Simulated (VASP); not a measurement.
Wanted: the native input for a VASP 6.6.1 run.

| Property | Result |
| --- | --- |
| Task | single point |
| Functional | PBEsol |
| Potentials or basis | VASP PAW PBE potentials, release 64 (Mg, S) |
| Cutoff | 520 eV |
| k mesh | 6 × 6 × 6 |
| Occupations | gaussian, width 0.02 eV |
| Spin | no spin polarisation |
| Dipole correction | no |
| Further INCAR settings | ALGO = Normal; EDIFF = 1e-07; NBANDS = 16 |

The structure of MgS lies in POSCAR:

```
MgS
1.0
    2.5909736081      2.5909736081      0.0000000000
   -2.5909736081      2.5909736081      0.0000000000
    0.0000000000      0.0000000000      5.1819472163
Mg S
2 2
Direct
    0.0000000000      0.0000000000      0.0000000000
    0.5000000000      0.5000000000      0.5000000000
    0.5000000000      0.5000000000      0.0000000000
    0.0000000000      0.0000000000      0.5000000000
```

The input as run:

INCAR

```
PREC     = Accurate       # precision mode
ENCUT    = 520            # plane-wave cutoff, eV
EDIFF    = 1E-7           # SCF threshold, eV
ISMEAR   = 0              # smearing method
SIGMA    = 0.02           # smearing width, eV
LREAL    = False          # projectors in reciprocal space
LASPH    = True           # aspherical terms in the spheres
NELM     = 100            # most SCF steps
ALGO     = Normal         # electronic algorithm
ISIF     = 2              # what is computed and relaxed
LWAVE    = False          # write WAVECAR
LCHARG   = False          # write CHGCAR
GGA      = PS             # functional
NBANDS   = 16             # bands
```

KPOINTS

```
Automatic mesh
0
Gamma
  6 6 6
```

Potentials or basis: VASP PAW PBE potentials, release 64 (Mg, S).

Run with:

```bash
$ cat potpaw_PBE.64/Mg/POTCAR potpaw_PBE.64/S/POTCAR > POTCAR
$ mpirun -np 1 vasp_std > vasp.out
```

It gave:

```json
{
 "Pressure": "-0.2 GPa",
 "Band gap on the k mesh": "2.73 eV"
}
```

Caveat: the PAW data sets were made with another functional, which shifts forces and pressure a little.

Wall time 33 s on 1 thread of Intel Xeon 6975P-C, with other jobs on the host, peak memory 0.2 GiB.
